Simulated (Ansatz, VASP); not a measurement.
**Ca: VASP beside Ansatz**

The input INCAR:

```
PREC = Accurate
ENCUT = 520
EDIFF = 1E-7
ISMEAR = -1
SIGMA = 0.08
LREAL = False
LASPH = True
NELM = 80
ALGO = Normal
ISIF = 2
LWAVE = False
LCHARG = False
GGA = PE
NBANDS = 11
```

KPOINTS

```
Automatic mesh
0
Gamma
  12 12 12
```

File POSCAR:

```
Ca
1.0
    0.0000000000      2.6869779913      2.6869779913
    2.6869779913      0.0000000000      2.6869779913
    2.6869779913      2.6869779913      0.0000000000
Ca
1
Direct
    0.0000000000      0.0000000000      0.0000000000
```

Input for Ansatz:

```yaml
crystal:
  lattice:
    - [0.0, 2.6869779913, 2.6869779913]
    - [2.6869779913, 0.0, 2.6869779913]
    - [2.6869779913, 2.6869779913, 0.0]
  atoms:
    - { symbol: Ca, position: [0.0, 0.0, 0.0] }
kpoints:
  mp_grid: { grid: [12, 12, 12] }
scf:
  occupations: { method: fermi_dirac, width: 0.08 }
hamiltonian:
  xc: pbe
  pseudopotentials: { kind: all_electron, lapw: { basis_error: 0.001 } }
output:
  forces: true
  stress: true
  eigenvalues: true
  populations: true
```

Change from the starting cell: volume scaled by 0.92, LAPW.

Alike in both runs: task single point; functional PBE; k mesh 12 × 12 × 12; occupations fermi-dirac, width 0.08 eV; no spin polarisation.

|  | VASP | Ansatz |
| --- | --- | --- |
| version | VASP 6.6.1 | Ansatz 0.2.0 |
| potentials or method | VASP PAW PBE potentials, release 64 (Ca_sv), cutoff 520 eV | all-electron LAPW, scalar-relativistic |

|  | VASP | Ansatz | Ansatz less VASP |
| --- | --- | --- | --- |
| pressure (GPa) | 1.7 | 1.7 | -0.01 |

Ansatz ran all-electron here, and VASP with PAW potentials.
